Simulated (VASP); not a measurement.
# CdS in VASP: a series of runs

Aim: see how the results for CdS move with the level of theory and the settings. Levels: r2SCAN, HSE06. Tasks: single point.

All numbers are computed with VASP 6.6.1; they aren't measurements. Logs are shortened: lines on timing, memory, paths and dates and some standing lists are left out, and cuts for length are marked.

## 1. The cell of the first run

Symmetry: I-4m2, No. 119, tetragonal system. The conventional cell has a = 4.157 Å, b = 4.157 Å, c = 5.817 Å, α = 90.00°, β = 90.00°, γ = 90.00°. Cd (site symmetry -4m2) has 4 S at 2.54 Å within 3.3 Å. S (site symmetry -4m2) has 4 Cd at 2.54 Å within 3.3 Å.

## 2. Single point, r2SCAN (uniaxial x strain -1.1%)

Input file POSCAR:

```
CdS
1.0
    0.0000000000      2.9392148400      2.9392148400
    2.9083530842      0.0000000000      2.9392148400
    2.9083530842      2.9392148400      0.0000000000
Cd S
1 1
Direct
    0.0000000000      0.0000000000      0.0000000000
    0.2500000000      0.2500000000      0.2500000000
```

Input file INCAR.step1:

```
SYSTEM = CdS
  PREC = Accurate
  ENCUT = 520
  ISMEAR = 0
  SIGMA = 0.01
  LREAL = .False.
  LASPH = .True.
  NELM = 100
  NBANDS = 16
  GGA = PE
  ALGO = Normal
  EDIFF = 1E-4
  LWAVE = .True.
  LCHARG = .False.
```

Input file INCAR.step2:

```
SYSTEM = CdS
  PREC = Accurate
  ENCUT = 520
  EDIFF = 1E-7
  ISMEAR = 0
  SIGMA = 0.01
  LREAL = .False.
  LASPH = .True.
  NELM = 100
  ALGO = Normal
  ISIF = 2
  LWAVE = .False.
  LCHARG = .True.
  METAGGA = R2SCAN
  LMIXTAU = .True.
  LELF = .True.
  LVHAR = .True.
  NBANDS = 16
  ISTART = 1
```

Input file KPOINTS:

```
regular mesh
0
Gamma
  8 8 8
  0 0 0
```

Potentials or basis: VASP PAW PBE potentials, release 64 (Cd, S).

Command:

```bash
$ cat potpaw_PBE.64/Cd/POTCAR potpaw_PBE.64/S/POTCAR > POTCAR
$ cp INCAR.step1 INCAR
$ mpirun -np 1 vasp_std > vasp.out
$ cp INCAR.step2 INCAR
$ mpirun -np 1 vasp_std > vasp.out
```

OUTCAR:

```text
SYSTEM = CdS
   PREC = Accurate
   ENCUT = 520
   EDIFF = 1E-7
   ISMEAR = 0
   LREAL = .False.
   LASPH = .True.
   NELM = 100
   ISIF = 2
   METAGGA = R2SCAN
   ISTART = 1

 ion  position               nearest neighbor table
   1  0.000  0.000  0.000-   2 2.54   2 2.54   2 2.54   2 2.54
   2  0.250  0.250  0.250-   1 2.54   1 2.54   1 2.54   1 2.54

  LATTYP: Found a body centered tetragonal cell.
 ALAT       =     4.1566774895
 C/A-ratio  =     1.3993643200

  Lattice vectors:

 A1 = (  -2.9083530842,   0.0000000000,  -2.9392148400)
 A2 = (  -2.9083530842,   0.0000000000,   2.9392148400)
 A3 = (   2.9083530842,   2.9392148400,   0.0000000000)

Analysis of symmetry for initial positions (statically):
=====================================================================
 Subroutine PRICEL returns:
 Original cell was already a primitive cell.

 Routine SETGRP: Setting up the symmetry group for a
 body centered tetragonal supercell.

 Subroutine GETGRP returns: Found  8 space group operations
 (whereof  8 operations were pure point group operations)
 out of a pool of 16 trial point group operations.

The static configuration has the point symmetry D_2d.

Analysis of symmetry for dynamics (positions and initial velocities):
=====================================================================
 Subroutine PRICEL returns:
 Original cell was already a primitive cell.

 Routine SETGRP: Setting up the symmetry group for a
 body centered tetragonal supercell.

 Subroutine GETGRP returns: Found  8 space group operations
 (whereof  8 operations were pure point group operations)
 out of a pool of 16 trial point group operations.

The dynamic configuration has the point symmetry D_2d.

 Subroutine INISYM returns: Found  8 space group operations
 (whereof  8 operations are pure point group operations),
 and found     1 'primitive' translations

----------------------------------------------------------------------------------------

                                     Primitive cell

  volume of cell :      50.2504

  direct lattice vectors                    reciprocal lattice vectors
     0.000000000  2.939214840  2.939214840    -0.171918603  0.170113458  0.170113458
     2.908353084  0.000000000  2.939214840     0.171918603 -0.170113458  0.170113458
     2.908353084  2.939214840  0.000000000     0.171918603  0.170113458 -0.170113458

  length of vectors
     4.156677489  4.134912519  4.134912519     0.295691027  0.295691027  0.295691027
[... 75 lines left out ...]
   ISPIN  =      1    spin polarized calculation?
   LNONCOLLINEAR =      F non collinear calculations
   LSORBIT =      F    spin-orbit coupling
   LASPH  =      T    aspherical Exc in radial PAW
   ENCUT  =  520.0 eV  38.22 Ry    6.18 a.u.   7.73  7.69  7.69*2*pi/ulx,y,z
   NELM   =    100;   NELMIN=  2; NELMDL=  0     # of ELM steps
   EDIFF  = 0.1E-06   stopping-criterion for ELM
   LREAL  =      F    real-space projection
   EDIFFG = 0.1E-05   stopping-criterion for IOM
   NSW    =      0    number of steps for IOM
   IBRION =     -1    ionic relax: 0-MD 1-quasi-New 2-CG
   NFREE  =      0    steps in history (QN), initial steepest desc. (CG)
   ISIF   =      2    stress and relaxation
   ISYM   =      2    0-nonsym 1-usesym 2-fastsym
   POTIM  = 0.5000    time-step for ionic-motion
   TEBEG  =    0.0;   TEEND  =   0.0 temperature during run
   PSTRESS=    0.0 pullay stress
   NELECT =      18.0000    total number of electrons
   NUPDOWN=      -1.0000    fix difference up-down
   EMIN   =  10.00;   EMAX   =-10.00  energy-range for DOS
   EFERMI =   0.00;   METHOD = LEGACY
   ISMEAR =     0;   SIGMA  =   0.01  broadening in eV -4-tet -1-fermi 0-gaus
   EFERMI_NEDOS =   21; number of points for ismear=-14 and -15
   IALGO  =     38    algorithm
   IMIX   =      4    mixing-type and parameters
     AMIX     =   0.40;   BMIX     =  1.00
     AMIX_MAG =   1.60;   BMIX_MAG =  1.00
  volume/ion in A,a.u.               =      25.13       169.55
  Fermi-wavevector in a.u.,A,eV,Ry     =   1.162659  2.197107 18.392032  1.351776
  Thomas-Fermi vector in A             =   2.299218
   LORBIT       =      0    0 simple, 1 ext, 2 COOP (PROOUT), +10 PAW based schemes
   METAGGA = R2SCAN    functional components
   LHFCALC =     F    Hartree Fock is set to
   AEXX    =    0.0000 exact exchange contribution
   IVDW    =     0    specifies the selected vdW correction
   LEPSILON=     F    determine dielectric tensor
   LRPA    =     F    only Hartree local field effects (RPA)
 non-spin polarized calculation
 Gauss-broadening in eV      SIGMA  =   0.01
  energy-cutoff  :      520.00
  volume of cell :       50.25
 maximum number of plane-waves:      1364
   NGX = 15   NGY = 15   NGZ = 15

 number of electron      18.0000005 magnetization

 Free energy of the ion-electron system (eV)
  ---------------------------------------------------
  ext. energy  EPLUGINS =         0.00000000
  ---------------------------------------------------
  free energy    TOTEN  =       -29.68362927 eV

  energy without entropy =      -29.68362927  energy(sigma->0) =      -29.68362927

 E-fermi :   1.0231     XC(G=0):  -9.6712

 val. band max:        0.9621917932   @ k =   0.0000   0.0000   0.0000
 cond. band min:       2.5041618905   @ k =   0.0000   0.0000   0.0000
 fundamental gap:      1.5419700973
 Fermi energy:         1.0231209922

 k-point     1 :       0.0000    0.0000    0.0000
  band No.  band energies     occupation
      1     -11.8546      2.00000
      2      -6.9827      2.00000
      3      -6.9827      2.00000
      4      -6.9764      2.00000
      5      -6.4868      2.00000
      6      -6.4833      2.00000
[... 433 lines left out ...]
      3      -6.8579      2.00000
      4      -6.5932      2.00000
      5      -6.4967      2.00000
      6      -6.4368      2.00000
[... 8 lines left out ...]
     15      13.0798      0.00000
     16      13.8792      0.00000

 [... further k-points ...]
[... 5 lines left out ...]
  --------------------------------------------------------------------------------------
  -------------------------------------------------------------------------------------
  Total        0.3356080      0.2795062      0.2795062      0.0000000      0.0000000      0.0000000
  in kB       10.7004760      8.9117335      8.9117335      0.0000000      0.0000000      0.0000000
  external PRESSURE =       9.5079810 kB  Pullay stress =       0.0000000 kB

 VOLUME and BASIS-vectors are now :
 -----------------------------------------------------------------------------
  energy-cutoff  :      520.00
  volume of cell :       50.25
      direct lattice vectors                 reciprocal lattice vectors
     0.000000000  2.939214840  2.939214840    -0.171918603  0.170113458  0.170113458
     2.908353084  0.000000000  2.939214840     0.171918603 -0.170113458  0.170113458
     2.908353084  2.939214840  0.000000000     0.171918603  0.170113458 -0.170113458

 POSITION                                       TOTAL-FORCE (eV/Angst)
 -----------------------------------------------------------------------------------
      0.00000      0.00000      0.00000        -0.000000      0.000000      0.000000
      1.45418      1.46961      1.46961         0.000000      0.000000      0.000000
 -----------------------------------------------------------------------------------
    total drift:                               -0.000003     -0.000006     -0.000006

  FREE ENERGIE OF THE ION-ELECTRON SYSTEM (eV)
  ---------------------------------------------------
  free  energy   TOTEN  =       -29.6836292662 eV

  energy  without entropy=      -29.6836292662  energy(sigma->0) =      -29.68362927
```

OUTCAR.step1:

```text
SYSTEM = CdS
   PREC = Accurate
   ENCUT = 520
   ISMEAR = 0
   LREAL = .False.
   LASPH = .True.
[... 678 lines left out ...]
      0.00000      0.00000      0.00000         0.000000     -0.000000     -0.000000
      1.45418      1.46961      1.46961        -0.000000      0.000000      0.000000
 -----------------------------------------------------------------------------------
    total drift:                               -0.000001     -0.000000     -0.000000

  FREE ENERGIE OF THE ION-ELECTRON SYSTEM (eV)
  ---------------------------------------------------
  free  energy   TOTEN  =        -6.1322198304 eV

  energy  without entropy=       -6.1322198304  energy(sigma->0) =       -6.13221983
```

OSZICAR.step1:

```text
N       E                     dE             d eps       ncg     rms          rms(c)
DAV:   1     0.106348495706E+03    0.10635E+03   -0.90362E+03  1952   0.103E+03
DAV:   2    -0.248506668209E+01   -0.10883E+03   -0.10267E+03  2312   0.252E+02
DAV:   3    -0.665146488829E+01   -0.41664E+01   -0.41586E+01  2280   0.511E+01
DAV:   4    -0.667804193311E+01   -0.26577E-01   -0.26573E-01  2472   0.398E+00
DAV:   5    -0.667839857920E+01   -0.35665E-03   -0.35664E-03  2304   0.436E-01    0.790E+00
DAV:   6    -0.615069487714E+01    0.52770E+00   -0.84336E-01  2840   0.115E+01    0.637E+00
DAV:   7    -0.613180691496E+01    0.18888E-01   -0.19499E-01  2336   0.301E+00    0.312E+00
DAV:   8    -0.613208540254E+01   -0.27849E-03   -0.17732E-02  2296   0.168E+00    0.299E-01
DAV:   9    -0.613201002957E+01    0.75373E-04   -0.20774E-03  2392   0.668E-01    0.586E-02
DAV:  10    -0.613213613014E+01   -0.12610E-03   -0.24651E-04  2344   0.158E-01    0.679E-02
DAV:  11    -0.613221983038E+01   -0.83700E-04   -0.13206E-04  2120   0.913E-02
   1 F= -.61322198E+01 E0= -.61322198E+01  d E =-.139991E-38
```

Wall time 3.6 min (1 thread of AMD EPYC 7R43 (Zen 3), shared host); peak memory 0.17 GiB.

What came out:

* Free energy: -29.6836 eV
* Pressure: 1.0 GPa
* Band gap on the k mesh: 1.54 eV

Caveat: the cell differs from its parent crystal (uniaxial x strain -1.1%); the PAW data sets were made with another functional, which shifts forces and pressure a little.

## 3. Single point, HSE06 (strain +5.7%)

Input file POSCAR:

```
CdS
1.0
    0.0000000000      3.1058683214      3.1058683214
    3.1058683214      0.0000000000      3.1058683214
    3.1058683214      3.1058683214      0.0000000000
Cd S
1 1
Direct
    0.0000000000      0.0000000000      0.0000000000
    0.2500000000      0.2500000000      0.2500000000
```

Input file INCAR.step1:

```
SYSTEM = CdS
PREC = Accurate ; ENCUT = 520
EDIFF = 1E-5 ; ISMEAR = 0
SIGMA = 0.01 ; LREAL = .FALSE.
LASPH = .TRUE. ; NELM = 100
ALGO = Normal ; ISIF = 2
LWAVE = .TRUE. ; NBANDS = 16
GGA = PE
```

Input file INCAR.step2:

```
SYSTEM = CdS
PREC = Accurate ; ENCUT = 520
EDIFF = 1E-6 ; ISMEAR = 0
SIGMA = 0.01 ; LREAL = .FALSE.
LASPH = .TRUE. ; NELM = 100
ALGO = Normal ; ISIF = 2
LWAVE = .FALSE. ; LCHARG = .TRUE.
GGA = PE ; LHFCALC = .TRUE.
HFSCREEN = 0.2079 ; PRECFOCK = Normal
LELF = .TRUE. ; LVHAR = .TRUE.
NBANDS = 16 ; ISTART = 1
```

Input file KPOINTS:

```
Automatic mesh
0
G
  6 6 6
  0 0 0
```

Potentials or basis: VASP PAW PBE potentials, release 64 (Cd, S).

Command:

```bash
$ cat potpaw_PBE.64/Cd/POTCAR potpaw_PBE.64/S/POTCAR > POTCAR
$ cp INCAR.step1 INCAR
$ mpirun -np 1 vasp_std > vasp.out
$ cp INCAR.step2 INCAR
$ mpirun -np 1 vasp_std > vasp.out
```

Wall time 88 min (1 thread of AMD EPYC 7R43 (Zen 3), shared host); peak memory 0.3 GiB.

It converged, with:

| Item | Value |
| --- | --- |
| Free energy | -7.4173 eV |
| Pressure | -6.6 GPa |
| Band gap on the k mesh | 1.66 eV |

Levels at points of the mesh, in eV from the valence-band top:
| k point | band 6 | band 7 | band 8 | band 9 | band 10 | band 11 | band 12 | band 13 |
| --- | --- | --- | --- | --- | --- | --- | --- | --- |
| (0.00, 0.00, 0.00) | -8.19 | 0.00 | 0.00 | 0.00 | 1.66 | 7.60 | 7.60 | 7.60 |
| (0.50, 0.00, 0.00) | -7.93 | -3.62 | -0.56 | -0.56 | 3.70 | 7.99 | 8.01 | 8.01 |
| (0.50, 0.50, 0.00) | -7.86 | -3.40 | -1.41 | -1.41 | 4.66 | 5.07 | 9.67 | 11.04 |

Caveat: the cell differs from its parent crystal (strain +5.7%); the cell stands under tension; the PAW data sets were made with another functional, which shifts forces and pressure a little.
